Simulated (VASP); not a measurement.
# Yb (Fm-3m) in VASP: further runs

Yb is run at these levels: PBEsol; tasks: single point.

All numbers are computed with VASP 6.6.1; they aren't measurements. Logs are shortened: lines on timing, memory, paths and dates and some standing lists are left out, and cuts for length are marked.

**1. The cell of the first run**

It takes space group Fm-3m (No. 225, cubic). Conventional cell: a = 4.930 Å, b = 4.930 Å, c = 4.930 Å, α = 90.00°, β = 90.00°, γ = 90.00°. Within 4.6 Å of Yb (site symmetry m-3m) lie 12 Yb at 3.49 Å.

**2. Single point, PBEsol, collinear spin, ferromagnetic start (29.96 Å³/atom)**

File INCAR:

```
ALGO = Normal
EDIFF = 1E-7
ENCUT = 520
GGA = PS
ISIF = 2
ISMEAR = -1
ISPIN = 2
LASPH = True
LCHARG = True
LELF = True
LMAXMIX = 6
LORBIT = 11
LREAL = False
LVHAR = True
LWAVE = False
MAGMOM = 1
NBANDS = 22
NELM = 150
PREC = Accurate
SIGMA = 0.05
```

File KPOINTS:

```
k-points
0
Gamma
  18 18 18
```

File POSCAR:

```
Yb
1.0
    0.0000000000      2.4652111402      2.4652111402
    2.4652111402      0.0000000000      2.4652111402
    2.4652111402      2.4652111402      0.0000000000
Yb
1
Direct
    0.0000000000      0.0000000000      0.0000000000
```

Potentials or basis: VASP PAW PBE potentials, release 64 (Yb).

Run with:

```sh
cat potpaw_PBE.64/Yb/POTCAR > POTCAR
mpirun -np 1 vasp_std > vasp.out
```

OUTCAR:

```text
EDIFF = 1E-7
   ENCUT = 520
   GGA = PS
   ISIF = 2
   ISMEAR = -1
   ISPIN = 2
   LASPH = True
   LORBIT = 11
   LREAL = False
   NELM = 150
   PREC = Accurate

 ion  position               nearest neighbor table
   1  0.000  0.000  0.000-

  LATTYP: Found a face centered cubic cell.
 ALAT       =     4.9304222804

  Lattice vectors:

 A1 = (   0.0000000000,   2.4652111402,   2.4652111402)
 A2 = (   2.4652111402,   0.0000000000,   2.4652111402)
 A3 = (   2.4652111402,   2.4652111402,   0.0000000000)

Analysis of symmetry for initial positions (statically):
=====================================================================
 Subroutine PRICEL returns:
 Original cell was already a primitive cell.

 Routine SETGRP: Setting up the symmetry group for a
 face centered cubic supercell.

 Subroutine GETGRP returns: Found 48 space group operations
 (whereof 48 operations were pure point group operations)
 out of a pool of 48 trial point group operations.

The static configuration has the point symmetry O_h .

Analysis of symmetry for dynamics (positions and initial velocities):
=====================================================================
 Subroutine PRICEL returns:
 Original cell was already a primitive cell.

 Routine SETGRP: Setting up the symmetry group for a
 face centered cubic supercell.

 Subroutine GETGRP returns: Found 48 space group operations
 (whereof 48 operations were pure point group operations)
 out of a pool of 48 trial point group operations.

The dynamic configuration has the point symmetry O_h .

Analysis of structural, dynamic, and magnetic symmetry:
=====================================================================
 Subroutine PRICEL returns:
 Original cell was already a primitive cell.

 Routine SETGRP: Setting up the symmetry group for a
 face centered cubic supercell.

 Subroutine GETGRP returns: Found 48 space group operations
 (whereof 48 operations were pure point group operations)
 out of a pool of 48 trial point group operations.

The overall configuration has the point symmetry O_h .

 Subroutine INISYM returns: Found 48 space group operations
 (whereof 48 operations are pure point group operations),
 and found     1 'primitive' translations

----------------------------------------------------------------------------------------

                                     Primitive cell

  volume of cell :      29.9635
[... 100 lines left out ...]
   EMIN   =  10.00;   EMAX   =-10.00  energy-range for DOS
   EFERMI =   0.00;   METHOD = LEGACY
   ISMEAR =    -1;   SIGMA  =   0.05  broadening in eV -4-tet -1-fermi 0-gaus
   EFERMI_NEDOS =   21; number of points for ismear=-14 and -15
   IALGO  =     38    algorithm
   IMIX   =      4    mixing-type and parameters
     AMIX     =   0.40;   BMIX     =  1.00
     AMIX_MAG =   1.60;   BMIX_MAG =  1.00
  volume/ion in A,a.u.               =      29.96       202.20
  Fermi-wavevector in a.u.,A,eV,Ry     =   1.520365  2.873073 31.449989  2.311509
  Thomas-Fermi vector in A             =   2.629225
   LORBIT       =     11    0 simple, 1 ext, 2 COOP (PROOUT), +10 PAW based schemes
   GGA     = PS    functional components
   LHFCALC =     F    Hartree Fock is set to
   AEXX    =    0.0000 exact exchange contribution
   IVDW    =     0    specifies the selected vdW correction
   LEPSILON=     F    determine dielectric tensor
   LRPA    =     F    only Hartree local field effects (RPA)
 spin polarized calculation
  energy-cutoff  :      520.00
  volume of cell :       29.96
 maximum number of plane-waves:       869
 NGX is ok and might be reduce to    28
   NGX = 13   NGY = 13   NGZ = 13

 number of electron      24.0000002 magnetization      -0.0002073

 number of electron      24.0000002 magnetization       0.0000059

 Free energy of the ion-electron system (eV)
  ---------------------------------------------------
  ext. energy  EPLUGINS =         0.00000000
  ---------------------------------------------------
  free energy    TOTEN  =        -3.91264789 eV

  energy without entropy =       -3.89938344  energy(sigma->0) =       -3.90601567

 E-fermi :   2.0171     XC(G=0): -10.4143

 val. band max:        2.0032488605   @ k =  -0.4444   0.4444   0.0556
 cond. band min:       2.0286206469   @ k =   0.5000   0.3889   0.0000
 fundamental gap:      0.0253717864
 Fermi energy:         2.0171032478

 spin component 1

 k-point     1 :       0.0000    0.0000    0.0000
  band No.  band energies     occupation
      1     -49.5667      1.00000
      2     -21.5976      1.00000
      3     -21.5975      1.00000
      4     -21.5975      1.00000
      5      -3.5177      1.00000
      6       1.4420      0.99999
[... 589 lines left out ...]
     21      18.1066      0.00000
     22      19.3293      0.00000

 [... further k-points ...]

 spin component 2

 k-point     1 :       0.0000    0.0000    0.0000
  band No.  band energies     occupation
      1     -49.5667      1.00000
      2     -21.5975      1.00000
      3     -21.5975      1.00000
      4     -21.5975      1.00000
      5      -3.5177      1.00000
      6       1.4420      0.99999
[... 589 lines left out ...]
     21      18.1066      0.00000
     22      19.3293      0.00000

 [... further k-points ...]

------------------------ aborting loop because EDIFF is reached ----------------------------------------

  FORCE on cell =-STRESS in cart. coord.  units (eV):
  Direction    XX          YY          ZZ          XY          YZ          ZX
  --------------------------------------------------------------------------------------
  -------------------------------------------------------------------------------------
  Total        0.2920790      0.2920790      0.2920790     -0.0000000     -0.0000000      0.0000000
  in kB       15.6177510     15.6177510     15.6177510     -0.0000000     -0.0000000      0.0000000
  external PRESSURE =      15.6177510 kB  Pullay stress =       0.0000000 kB

 VOLUME and BASIS-vectors are now :
 -----------------------------------------------------------------------------
  energy-cutoff  :      520.00
  volume of cell :       29.96
      direct lattice vectors                 reciprocal lattice vectors
     0.000000000  2.465211140  2.465211140    -0.202822384  0.202822384  0.202822384
     2.465211140  0.000000000  2.465211140     0.202822384 -0.202822384  0.202822384
     2.465211140  2.465211140  0.000000000     0.202822384  0.202822384 -0.202822384

 POSITION                                       TOTAL-FORCE (eV/Angst)
 -----------------------------------------------------------------------------------
      0.00000      0.00000      0.00000        -0.000000      0.000000     -0.000000
 -----------------------------------------------------------------------------------
    total drift:                               -0.000000     -0.000000     -0.000000

  FREE ENERGIE OF THE ION-ELECTRON SYSTEM (eV)
  ---------------------------------------------------
  free  energy   TOTEN  =        -3.9126478866 eV

  energy  without entropy=       -3.8993834438  energy(sigma->0) =       -3.90601567

 total charge

# of ion       s       p       d       f       tot
--------------------------------------------------
    1        2.247   5.993   0.377  13.562  22.180

 magnetization (x)

# of ion       s       p       d       f       tot
--------------------------------------------------
    1       -0.000  -0.000  -0.000   0.000   0.000
```

OSZICAR:

```text
N       E                     dE             d eps       ncg     rms          rms(c)
DAV:   1     0.121178906010E+03    0.12118E+03   -0.78321E+03 24128   0.726E+03
DAV:   2     0.113097449121E+02   -0.10987E+03   -0.10440E+03 23168   0.715E+02
DAV:   3    -0.905495726846E+00   -0.12215E+02   -0.11970E+02 22964   0.102E+02
DAV:   4    -0.366481837761E+01   -0.27593E+01   -0.27271E+01 32652   0.323E+01
[... 13 lines left out ...]
DAV:  18    -0.391264840207E+01   -0.41144E-06   -0.19250E-06 23884   0.388E-02    0.133E-02
DAV:  19    -0.391264812765E+01    0.27443E-06   -0.11592E-07 15228   0.907E-03    0.105E-02
DAV:  20    -0.391264787433E+01    0.25331E-06   -0.34339E-07 11742   0.168E-02    0.463E-03
DAV:  21    -0.391264788659E+01   -0.12255E-07   -0.59667E-08 15734   0.248E-03
   1 F= -.39126479E+01 E0= -.39060157E+01  d E =-.132644E-01  mag=    -0.0000
```

stdout:

```text
POSCAR found type information on POSCAR Yb
 POSCAR found :  1 types and       1 ions
 scaLAPACK will be used
 -----------------------------------------------------------------------------
|                                                                             |
|                                                                             |
|     You enforced a specific xc type in the INCAR file but a different       |
|     I HOPE YOU KNOW WHAT YOU ARE DOING!                                     |
|                                                                             |
 -----------------------------------------------------------------------------

 LDA part: xc-table for (Slater+PW92), standard interpolation
 POSCAR, INCAR and KPOINTS ok, starting setup
 FFT: planning ... GRIDC
 FFT: planning ... GRID_SOFT
 FFT: planning ... GRID
 WAVECAR not read
 entering main loop
```

It took 4.8 min on 1 thread of Intel Xeon Platinum 8488C (Sapphire Rapids), shared host; peak memory 0.35 GiB.

What came out:

| Item | Value |
| --- | --- |
| Free energy | -3.9126 eV |
| Pressure | 1.6 GPa |
| Band gap on the k mesh | zero (filled and empty bands overlap) |
| Net moment | 0.00 μB per cell |
| Valence electrons inside the program's atomic spheres | Yb 22.18 |

Caveat: the PAW data sets were made with another functional, which shifts forces and pressure a little; spin-orbit coupling is left out, which moves the levels of the heavy elements. The state reached can hang on the start; a lower one may exist.

**3. Single point, PBEsol, collinear spin, ferromagnetic start (31.27 Å³/atom)**

This run uses another cell than the first one, of 31.27 Å³/atom.

File INCAR:

```
SYSTEM = Yb
PREC = Accurate
ENCUT = 520
EDIFF = 1E-6
ISMEAR = -1
SIGMA = 0.05
LREAL = .False.
LASPH = .True.
NELM = 150
ALGO = Normal
ISIF = 2
LWAVE = .False.
LCHARG = .False.
ISPIN = 2
MAGMOM = 1
LORBIT = 11
LMAXMIX = 6
GGA = PS
NBANDS = 22
```

File KPOINTS:

```
Automatic mesh
0
Gamma
  18 18 18
  0 0 0
```

File POSCAR:

```
Yb
1.0
    0.0000000000      2.5004332009      2.5004332009
    2.5004332009      0.0000000000      2.5004332009
    2.5004332009      2.5004332009      0.0000000000
Yb
1
Direct
    0.0000000000      0.0000000000      0.0000000000
```

Potentials or basis: VASP PAW PBE potentials, release 64 (Yb).

Run with:

```sh
cat potpaw_PBE.64/Yb/POTCAR > POTCAR
mpirun -np 1 vasp_std > vasp.out
```

Run time: 4.9 min. Hardware: 1 thread of Intel Xeon Platinum 8488C (Sapphire Rapids), shared host; peak memory 0.35 GiB.

The run converged. Its results:

* Free energy: -3.9229 eV
* Pressure: 0.7 GPa
* Band gap on the k mesh: zero (filled and empty bands overlap)
* Net moment: 0.00 μB per cell
* Valence electrons inside the program's atomic spheres: Yb 22.16

Levels at points of the mesh, in eV from the Fermi level:
Spin up:
| k point | band 10 | band 11 | band 12 | band 13 | band 14 | band 15 |
| --- | --- | --- | --- | --- | --- | --- |
| (0.00, 0.00, 0.00) | -0.30 | -0.30 | -0.30 | 2.97 | 2.97 | 2.97 |
| (0.50, 0.00, 0.00) | -0.32 | -0.32 | -0.29 | 0.75 | 2.72 | 2.72 |
| (0.50, 0.50, 0.00) | -0.35 | -0.34 | -0.34 | -0.15 | 2.30 | 7.28 |
Spin down:
```tsv
k point	band 10	band 11	band 12	band 13	band 14	band 15
(0.00, 0.00, 0.00)	-0.30	-0.30	-0.30	2.97	2.97	2.97
(0.50, 0.00, 0.00)	-0.32	-0.32	-0.29	0.75	2.72	2.72
(0.50, 0.50, 0.00)	-0.35	-0.34	-0.34	-0.15	2.30	7.28
```

Caveat: the PAW data sets were made with another functional, which shifts forces and pressure a little; spin-orbit coupling is left out, which moves the levels of the heavy elements. The state reached can hang on the start; a lower one may exist.

The gap in the log of VASP goes by the Fermi energy; the results here count the filled bands.